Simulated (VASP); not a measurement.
MoH2:

```xyz
3
Lattice="0.0000 2.1650 2.1650 2.1650 0.0000 2.1650 2.1650 2.1650 0.0000" Properties=species:S:1:pos:R:3 pbc="T T T"
Mo    0.0000    0.0000    0.0000
H     1.0825    1.0825    1.0825
H     3.2475    3.2475    3.2475
```

| Property | Result |
| --- | --- |
| Program | VASP 6.6.1 |
| Task | relaxation of cell and atoms |
| Functional | PBEsol |
| Potentials or basis | VASP PAW PBE potentials, release 64 (Mo_sv, H) |
| Cutoff | 500 eV |
| k mesh | 17 × 17 × 17 |
| Occupations | fermi-dirac, width 0.05 eV |
| Spin | no spin polarisation |

At the start: pressure 6.6 GPa; volume 6.77 Å³/atom.

Problem. Where does the relaxation end?

Solution. Over 3 steps the energy falls by 3.7 meV/atom and the volume is 6.95 Å³/atom (+2.8 %); space group Fm-3m (No. 225, to 0.1 Å) before and after.

The path:
| step | energy change (eV) | largest force (eV/Å) | pressure (GPa) | volume (Å³) |
| --- | --- | --- | --- | --- |
| 1 | 0.0000 | 0.0000 | 6.55 | 20.30 |
| 2 | -0.0089 | 0.0000 | -2.77 | 21.12 |
| 3 | -0.0112 | 0.0000 | 0.00 | 20.86 |

Final structure:
```cif
data_structure
_symmetry_space_group_name_H-M 'P 1'
_symmetry_Int_Tables_number 1
_cell_length_a 3.0897
_cell_length_b 3.0897
_cell_length_c 3.0897
_cell_angle_alpha 60.000
_cell_angle_beta 60.000
_cell_angle_gamma 60.000
_cell_volume 20.86
loop_
_atom_site_label
_atom_site_type_symbol
_atom_site_fract_x
_atom_site_fract_y
_atom_site_fract_z
_atom_site_occupancy
Mo1 Mo 0.00000 0.00000 0.00000 1
H1 H 0.25000 0.25000 0.25000 1
H2 H 0.75000 0.75000 0.75000 1
```

Caveat: the PAW data sets were made with another functional, which shifts forces and pressure a little.
